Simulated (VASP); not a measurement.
Set up this calculation in VASP 6.6.1, as the native input.

- Task: single point
- Functional: PBE
- Potentials or basis: VASP PAW PBE potentials, release 64 (Ge_d, Pt)
- Cutoff: 520 eV
- k mesh: 9 × 6 × 6
- Occupations: gaussian, width 0.1 eV
- Spin: no spin polarisation
- Dipole correction: no
- Further INCAR settings: ALGO = Normal; EDIFF = 1e-06; NBANDS = 58

The structure of GePt lies in POSCAR:

```
GePt
1.0
    3.7445187450      0.0000000000      0.0000000000
    0.0000000000      5.8271351655      0.0000000000
    0.0000000000      0.0000000000      6.1905450766
Ge Pt
4 4
Direct
    0.2500000000      0.8132301604      0.5874912875
    0.7500000000      0.1867698396      0.4125087125
    0.7500000000      0.6867698396      0.0874912875
    0.2500000000      0.3132301604      0.9125087125
    0.2500000000      1.0017840208      0.1930138333
    0.7500000000     -0.0017840208      0.8069861667
    0.7500000000      0.4982159792      0.6930138333
    0.2500000000      0.5017840208      0.3069861667
```

The input as run:

INCAR

```
PREC = Accurate
ENCUT = 520
EDIFF = 1E-6
ISMEAR = 0
SIGMA = 0.1
LREAL = False
LASPH = True
NELM = 80
ALGO = Normal
ISIF = 2
LWAVE = False
LCHARG = False
GGA = PE
NBANDS = 58
```

KPOINTS

```
Automatic mesh
0
Gamma
  9 6 6
```

Potentials or basis: VASP PAW PBE potentials, release 64 (Ge_d, Pt).

Launch:

```console
$ cat potpaw_PBE.64/Ge_d/POTCAR potpaw_PBE.64/Pt/POTCAR > POTCAR
$ mpirun -np 1 vasp_std > vasp.out
```

It gave:

The pressure is -0.1 GPa, the largest force is 0.015 eV/Å and the band gap on the k mesh is zero (bands 48 and 49 overlap by 1.46 eV).

Caveat: spin-orbit coupling is left out, which moves the levels of the heavy elements.

Run time: 4.1 min on 1 thread of Intel(R) Xeon(R) 6975P-C (Granite Rapids) (shared host), peak memory 0.57 GiB.
